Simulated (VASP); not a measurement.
# Mo in VASP: further runs

Runs on Mo. Level: PBEsol. Tasks: single point.

Program: VASP 6.6.1. These are calculated values, not measurements. Logs are shortened: lines on timing, memory, paths and dates and some standing lists are left out, and cuts for length are marked.

## (1) The cell of the first run

The cell holds a slab with vacuum, 7 atoms: a = 3.135 Å, b = 3.135 Å, c = 21.405 Å, α = 90.00°, β = 90.00°, γ = 90.00°.

## (2) Single point, PBEsol

INCAR

```
SYSTEM = Mo
PREC     = Accurate       ! precision mode
ENCUT    = 520            ! plane-wave cutoff, eV
EDIFF    = 1E-6           ! SCF threshold, eV
ISMEAR   = 1              ! smearing method
SIGMA    = 0.1            ! smearing width, eV
LREAL    = .False.        ! projectors in reciprocal space
LASPH    = .True.         ! aspherical terms in the spheres
NELM     = 100            ! most SCF steps
ALGO     = Normal         ! electronic algorithm
ISIF     = 2              ! what is computed and relaxed
LWAVE    = .False.        ! write WAVECAR
LCHARG   = .False.        ! write CHGCAR
GGA      = PS             ! functional
NBANDS   = 58             ! bands
```

KPOINTS

```
Automatic mesh
0
Gamma
  16 16 1
  0 0 0
```

POSCAR

```
Mo
1.0
    3.1350000000      0.0000000000      0.0000000000
    0.0000000000      3.1350000000      0.0000000000
    0.0000000000      0.0000000000     21.4050000000
Mo
7
Direct
    0.0000000000      0.0000000000      0.2803083392
    0.5000000000      0.5000000000      0.3535388928
    0.0000000000      0.0000000000      0.4267694464
    0.5000000000      0.5000000000      0.5000000000
    0.0000000000      0.0000000000      0.5732305536
    0.5000000000      0.5000000000      0.6464611072
    0.0000000000      0.0000000000      0.7196916608
```

Potentials or basis: VASP PAW PBE potentials, release 64 (Mo_sv).

Started as:

```sh
$ cat potpaw_PBE.64/Mo_sv/POTCAR > POTCAR
$ mpirun -np 1 vasp_std > vasp.out
```

OUTCAR:

```text
SYSTEM = Mo
   PREC = Accurate
   ENCUT = 520
   EDIFF = 1E-6
   ISMEAR = 1
   LREAL = .False.
   LASPH = .True.
   NELM = 100
   ISIF = 2
   GGA = PS

 ion  position               nearest neighbor table
   1  0.000  0.000  0.280-   2 2.71   2 2.71   2 2.71   2 2.71   3 3.13
   2  0.500  0.500  0.354-   3 2.71   3 2.71   3 2.71   3 2.71   1 2.71   1 2.71   1 2.71   1 2.71
                             4 3.13
   3  0.000  0.000  0.427-   2 2.71   4 2.71   2 2.71   4 2.71   2 2.71   4 2.71   2 2.71   4 2.71
                             5 3.13   1 3.13
   4  0.500  0.500  0.500-   3 2.71   5 2.71   3 2.71   5 2.71   3 2.71   5 2.71   3 2.71   5 2.71
                             2 3.13   6 3.13
   5  0.000  0.000  0.573-   4 2.71   6 2.71   4 2.71   6 2.71   4 2.71   6 2.71   4 2.71   6 2.71
                             3 3.13   7 3.13
   6  0.500  0.500  0.646-   5 2.71   5 2.71   5 2.71   5 2.71   7 2.71   7 2.71   7 2.71   7 2.71
                             4 3.13
   7  0.000  0.000  0.720-   6 2.71   6 2.71   6 2.71   6 2.71   5 3.13

  LATTYP: Found a simple tetragonal cell.
 ALAT       =     3.1350000000
 C/A-ratio  =     6.8277511962

  Lattice vectors:

 A1 = (   3.1350000000,   0.0000000000,   0.0000000000)
 A2 = (   0.0000000000,   3.1350000000,   0.0000000000)
 A3 = (   0.0000000000,   0.0000000000,  21.4050000000)

Analysis of symmetry for initial positions (statically):
=====================================================================
 Subroutine PRICEL returns:
 Original cell was already a primitive cell.

 Routine SETGRP: Setting up the symmetry group for a
 simple tetragonal supercell.

 Subroutine GETGRP returns: Found 16 space group operations
 (whereof 16 operations were pure point group operations)
 out of a pool of 16 trial point group operations.

The static configuration has the point symmetry D_4h.

Analysis of symmetry for dynamics (positions and initial velocities):
=====================================================================
 Subroutine PRICEL returns:
 Original cell was already a primitive cell.

 Routine SETGRP: Setting up the symmetry group for a
 simple tetragonal supercell.

 Subroutine GETGRP returns: Found 16 space group operations
 (whereof 16 operations were pure point group operations)
 out of a pool of 16 trial point group operations.

The dynamic configuration has the point symmetry D_4h.

 Subroutine INISYM returns: Found 16 space group operations
[... 110 lines left out ...]
   NSW    =      0    number of steps for IOM
   IBRION =     -1    ionic relax: 0-MD 1-quasi-New 2-CG
   NFREE  =      0    steps in history (QN), initial steepest desc. (CG)
   ISIF   =      2    stress and relaxation
   ISYM   =      2    0-nonsym 1-usesym 2-fastsym
   POTIM  = 0.5000    time-step for ionic-motion
   TEBEG  =    0.0;   TEEND  =   0.0 temperature during run
   PSTRESS=    0.0 pullay stress
   NELECT =      98.0000    total number of electrons
   NUPDOWN=      -1.0000    fix difference up-down
   EMIN   =  10.00;   EMAX   =-10.00  energy-range for DOS
   EFERMI =   0.00;   METHOD = LEGACY
   ISMEAR =     1;   SIGMA  =   0.10  broadening in eV -4-tet -1-fermi 0-gaus
   EFERMI_NEDOS =   21; number of points for ismear=-14 and -15
   IALGO  =     38    algorithm
   IMIX   =      4    mixing-type and parameters
     AMIX     =   0.40;   BMIX     =  1.00
     AMIX_MAG =   1.60;   BMIX_MAG =  1.00
  volume/ion in A,a.u.               =      30.05       202.81
  Fermi-wavevector in a.u.,A,eV,Ry     =   1.269073  2.398201 21.912827  1.610547
  Thomas-Fermi vector in A             =   2.402134
   LORBIT       =      0    0 simple, 1 ext, 2 COOP (PROOUT), +10 PAW based schemes
   GGA     = PS    functional components
   LHFCALC =     F    Hartree Fock is set to
   AEXX    =    0.0000 exact exchange contribution
   IVDW    =     0    specifies the selected vdW correction
   LEPSILON=     F    determine dielectric tensor
   LRPA    =     F    only Hartree local field effects (RPA)
 non-spin polarized calculation
 Methfessel and Paxton  Order N= 1 SIGMA  =   0.10
  energy-cutoff  :      520.00
  volume of cell :      210.37
 maximum number of plane-waves:      5744
 NGX is ok and might be reduce to    24
   NGX = 11   NGY = 11   NGZ = 79

 number of electron      97.9999997 magnetization

 Free energy of the ion-electron system (eV)
  ---------------------------------------------------
  ext. energy  EPLUGINS =         0.00000000
  ---------------------------------------------------
  free energy    TOTEN  =       -77.73373532 eV

  energy without entropy =      -77.73246698  energy(sigma->0) =      -77.73331254

 E-fermi :   4.5718     XC(G=0):  -8.0837

 val. band max:        4.5504698690   @ k =   0.3750   0.1875   0.0000
 cond. band min:       4.5773459537   @ k =   0.0625   0.0625   0.0000
 fundamental gap:      0.0268760847
 Fermi energy:         4.5717940279

 k-point     1 :       0.0000    0.0000    0.0000
  band No.  band energies     occupation
      1     -56.5452      2.00000
      2     -56.4652      2.00000
      3     -56.2831      2.00000
      4     -56.2312      2.00000
      5     -56.1165      2.00000
      6     -56.0015      2.00000
[... 1453 lines left out ...]
     57       6.1957     -0.00000
     58       6.4974     -0.00000

 [... further k-points ...]

------------------------ aborting loop because EDIFF is reached ----------------------------------------

  FORCE on cell =-STRESS in cart. coord.  units (eV):
  Direction    XX          YY          ZZ          XY          YZ          ZX
  --------------------------------------------------------------------------------------
  -------------------------------------------------------------------------------------
  Total       -8.6995073     -8.6995073     -6.3293776      0.0000000     -0.0000000      0.0000000
  in kB      -66.2544294    -66.2544294    -48.2037986      0.0000000     -0.0000000      0.0000000
  external PRESSURE =     -60.2375525 kB  Pullay stress =       0.0000000 kB

 VOLUME and BASIS-vectors are now :
 -----------------------------------------------------------------------------
  energy-cutoff  :      520.00
  volume of cell :      210.37
      direct lattice vectors                 reciprocal lattice vectors
     3.135000000  0.000000000  0.000000000     0.318979266  0.000000000  0.000000000
     0.000000000  3.135000000  0.000000000     0.000000000  0.318979266  0.000000000
     0.000000000  0.000000000 21.405000000     0.000000000  0.000000000  0.046718057

 POSITION                                       TOTAL-FORCE (eV/Angst)
 -----------------------------------------------------------------------------------
      0.00000      0.00000      6.00000        -0.000000      0.000000      1.616318
      1.56750      1.56750      7.56750         0.000000     -0.000000     -1.313862
      0.00000      0.00000      9.13500        -0.000000      0.000000     -0.211786
      1.56750      1.56750     10.70250         0.000000      0.000000     -0.000000
      0.00000      0.00000     12.27000         0.000000      0.000000      0.211786
      1.56750      1.56750     13.83750         0.000000     -0.000000      1.313862
      0.00000      0.00000     15.40500         0.000000      0.000000     -1.616318
 -----------------------------------------------------------------------------------
    total drift:                                0.000000     -0.000000     -0.000000

  FREE ENERGIE OF THE ION-ELECTRON SYSTEM (eV)
  ---------------------------------------------------
  free  energy   TOTEN  =       -77.7337353249 eV

  energy  without entropy=      -77.7324669787  energy(sigma->0) =      -77.73331254
```

OSZICAR:

```text
N       E                     dE             d eps       ncg     rms          rms(c)
DAV:   1     0.121189798675E+04    0.12119E+04   -0.63089E+04  6140   0.163E+03
DAV:   2    -0.357363240615E+02   -0.12476E+04   -0.12198E+04  5806   0.513E+02
DAV:   3    -0.835901473443E+02   -0.47854E+02   -0.46263E+02  7100   0.877E+01
[... 17 lines left out ...]
DAV:  21    -0.777335389136E+02   -0.26798E-03   -0.71894E-05  6270   0.311E-02    0.227E-02
DAV:  22    -0.777336568629E+02   -0.11795E-03   -0.56043E-05  6000   0.349E-02    0.765E-03
DAV:  23    -0.777337278463E+02   -0.70983E-04   -0.18589E-05  5052   0.146E-02    0.927E-03
DAV:  24    -0.777337347279E+02   -0.68815E-05   -0.66430E-06  5254   0.120E-02    0.365E-03
DAV:  25    -0.777337353249E+02   -0.59706E-06   -0.89070E-07  3836   0.497E-03
   1 F= -.77733735E+02 E0= -.77733313E+02  d E =-.126835E-02
```

Run time: 8.6 min. Hardware: 1 thread of AMD EPYC 9R45 (Zen 5), shared host; peak memory 0.48 GiB.

What came out:

| Item | Value |
| --- | --- |
| Free energy | -77.7337 eV |
| Largest force | 1.616 eV/Å |
| Band gap on the k mesh | zero (band 49 reaches 6.18 eV, above the bottom of band 50 at 4.26 eV) |

Forces in eV/Å, atoms in the order of the input:
```
Mo   0.000  0.000  1.616
Mo   0.000  0.000 -1.314
Mo   0.000  0.000 -0.212
Mo   0.000  0.000  0.000
Mo   0.000  0.000  0.212
Mo   0.000  0.000  1.314
Mo   0.000  0.000 -1.616
```

Caveat: the PAW data sets were made with another functional, which shifts forces and pressure a little.

## (3) Single point, PBEsol

INCAR

```
SYSTEM = Mo
ALGO = Normal ; EDIFF = 1E-7
ENCUT = 520 ; GGA = PS
ISIF = 2 ; ISMEAR = 1
LASPH = .TRUE. ; LCHARG = .FALSE.
LREAL = .FALSE. ; LWAVE = .FALSE.
NBANDS = 58 ; NELM = 100
PREC = Accurate ; SIGMA = 0.1
```

KPOINTS

```
k-points
0
G
  16 16 1
  0 0 0
```

POSCAR

```
Mo
1.0
    3.1350000000      0.0000000000      0.0000000000
    0.0000000000      3.1350000000      0.0000000000
    0.0000000000      0.0000000000     21.4050000000
Mo
7
Direct
    0.0000000000      0.0000000000      0.2884746787
    0.5000000000      0.5000000000      0.3528590558
    0.0000000000      0.0000000000      0.4271421788
    0.5000000000      0.5000000000      0.5000000000
    0.0000000000      0.0000000000      0.5728578212
    0.5000000000      0.5000000000      0.6471409442
    0.0000000000      0.0000000000      0.7115253213
```

Potentials or basis: VASP PAW PBE potentials, release 64 (Mo_sv).

Started as:

```sh
$ cat potpaw_PBE.64/Mo_sv/POTCAR > POTCAR
$ mpirun -np 1 vasp_std > vasp.out
```

Wall time 9.2 min (1 thread of AMD EPYC 9R45 (Zen 5), shared host); peak memory 0.48 GiB.

The run converged. Its results:

| Quantity | Value |
| --- | --- |
| Free energy | -78.0524 eV |
| Largest force | 0.039 eV/Å |
| Band gap on the k mesh | zero (band 49 reaches 6.05 eV, above the bottom of band 50 at 4.27 eV) |

Forces in eV/Å, atoms in the order of the input:
```
Mo   0.000  0.000 -0.039
Mo   0.000  0.000  0.002
Mo   0.000  0.000  0.006
Mo   0.000  0.000  0.000
Mo   0.000  0.000 -0.006
Mo   0.000  0.000 -0.002
Mo   0.000  0.000  0.039
```

Levels at points of the mesh, in eV from the Fermi level:
```csv
k point,band 45,band 46,band 47,band 48,band 49,band 50,band 51,band 52,band 53,band 54
"(0.00, 0.00, 0.00)",-0.96,-0.71,-0.71,-0.67,-0.20,-0.20,-0.13,-0.01,0.00,0.78
"(0.50, 0.00, 0.00)",-1.27,-0.42,-0.31,-0.29,-0.09,0.36,0.68,1.13,1.16,1.51
"(0.50, 0.50, 0.00)",-1.26,0.11,0.11,1.44,1.49,1.92,2.11,2.13,2.19,2.19
```

Caveat: the PAW data sets were made with another functional, which shifts forces and pressure a little.
